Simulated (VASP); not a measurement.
Write the native input for VASP 6.6.1 that does the following.

```
Task                   : single point
Functional             : LDA
Potentials or basis    : VASP PAW LDA potentials, release 64 (Se)
Cutoff                 : 520 eV
k mesh                 : 20 × 20 × 20
Occupations            : gaussian, width 0.15 eV
Spin                   : no spin polarisation
Dipole correction      : no
Further INCAR settings : ALGO = Normal; EDIFF = 1e-06; NBANDS = 9
```

The structure of Se lies in POSCAR:

```
Se
1.0
   -1.6949313718      1.6949313718      1.7034486149
    1.6949313718     -1.6949313718      1.7034486149
    1.6949313718      1.6949313718     -1.7034486149
Se
1
Direct
    0.0000000000      0.0000000000      0.0000000000
```

This isn't the form of Se at room conditions, which is trigonal, of chains.

This cell differs from its parent crystal: strain -0.0050 x Voigt [1, 1, 0, 0, 0, 0].

These files were run (other wordings do the same):

INCAR

```
SYSTEM = Se
PREC = Accurate ; ENCUT = 520
EDIFF = 1E-6 ; ISMEAR = 0
SIGMA = 0.15 ; LREAL = .FALSE.
LASPH = .TRUE. ; NELM = 80
ALGO = Normal ; ISIF = 2
LWAVE = .FALSE. ; LCHARG = .FALSE.
NBANDS = 9
```

KPOINTS

```
Automatic mesh
0
G
  20 20 20
  0 0 0
```

Potentials or basis: VASP PAW LDA potentials, release 64 (Se).

Launch:

```bash
$ cat potpaw_LDA.64/Se/POTCAR > POTCAR
$ mpirun -np 1 vasp_std > vasp.out
```

It gave:

| Property | Result |
| --- | --- |
| Pressure | -2.6 GPa |
| Band gap on the k mesh | zero (bands 3 and 4 overlap by 7.05 eV) |

Caveat: the cell differs from its parent crystal (strain -0.0050 x Voigt [1, 1, 0, 0, 0, 0]).

It took 24 s on 1 thread of Intel(R) Xeon(R) 6975P-C (Granite Rapids), on a shared host, peak memory 0.22 GiB.
